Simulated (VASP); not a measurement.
Input of a VASP 6.6.1 run:

INCAR

```
SYSTEM = GeH2W8C8
PREC = Accurate ; ENCUT = 520
EDIFF = 1E-7 ; ISMEAR = -1
SIGMA = 0.1 ; LREAL = Auto
LASPH = .TRUE. ; NELM = 100
ALGO = Normal ; ISIF = 2
LWAVE = .FALSE. ; LCHARG = .FALSE.
GGA = PE ; IVDW = 12
NBANDS = 95
```

The input KPOINTS:

```
Automatic mesh
0
G
  3 3 1
  0 0 0
```

File POSCAR:

```
GeH2W8C8
1.0
    5.7958000000      0.0000000000      0.0000000000
   -2.8979000000      5.0193100000      0.0000000000
    0.0000000000      0.0000000000     18.2433500000
W C Ge H
8 8 1 2
Direct
    0.0000000000      0.0000000000      0.0548144940
   -0.0628801857     -0.0585737880      0.1715200333
   -0.0000041442      0.5000089654      0.0548144940
    0.0055046186      0.5057468058      0.2063436814
    0.5000000000      0.0000000000      0.0548144940
    0.4778570689     -0.0329328135      0.2014268213
    0.5000131096      0.5000089654      0.0548144940
    0.5478942995      0.5368666211      0.1887208216
    0.3272132215      0.1708003690      0.1247248998
    0.9778667376      0.3375962035      0.4097821946
    0.3127674411      0.6453078212      0.1117941606
    0.3352788936      0.6501292010      0.2804583588
    0.8151695732      0.1875357370      0.1273121439
    0.8955817824      0.2912153264      0.3430565110
    0.7981998735      0.5664125149      0.1221760258
    0.8460320299      0.6590746537      0.2676646559
    1.3540610003      0.3396482783      0.3461590114
    1.0555147314     -0.5173221020      0.4640759510
    3.6382675369      1.3712243316      0.6301364607
```

Potentials or basis: VASP PAW PBE potentials, release 64 (W_sv, C, Ge_d, H).

Launch:

```bash
$ cat potpaw_PBE.64/W_sv/POTCAR potpaw_PBE.64/C/POTCAR potpaw_PBE.64/Ge_d/POTCAR potpaw_PBE.64/H/POTCAR > POTCAR
$ mpirun -np 1 vasp_std > vasp.out
```

**Question.** What does it give for the dispersion energy per atom?

**Answer.** -0.264 eV.

**Question.** What does it give for the largest force?

**Answer.** 13.950 eV/Å.

**Question.** Estimate the band gap on the k mesh.

**Answer.** Zero (bands 80 and 81 overlap by 0.11 eV).

Forces on the atoms (eV/Å):
```
W     0.563   1.188 -11.050
W     2.961   4.360  10.966
W     0.242  -1.480  -6.572
W     1.771  -2.677   3.770
W    -0.725   0.338  -2.357
W    -0.585   0.705   2.221
W     0.299  -1.068  -6.261
W    -7.005  -6.525  10.147
C     1.157  -1.124   0.384
C    -0.875   1.726   0.379
C     0.343   2.490   4.280
C     1.026   0.546  -1.486
C     0.193  -0.708   0.190
C     0.513   0.236   0.949
C     1.834   2.766  -1.442
C    -1.287   0.410  -0.467
Ge   -0.383   1.183  -1.025
H    -0.049  -2.370  -2.585
H     0.006   0.003  -0.042
```

Caveat: the k points lie up to 0.42 Å⁻¹ apart; there is no dipole correction, which matters where the two faces differ; spin-orbit coupling is left out, which moves the levels of the heavy elements.
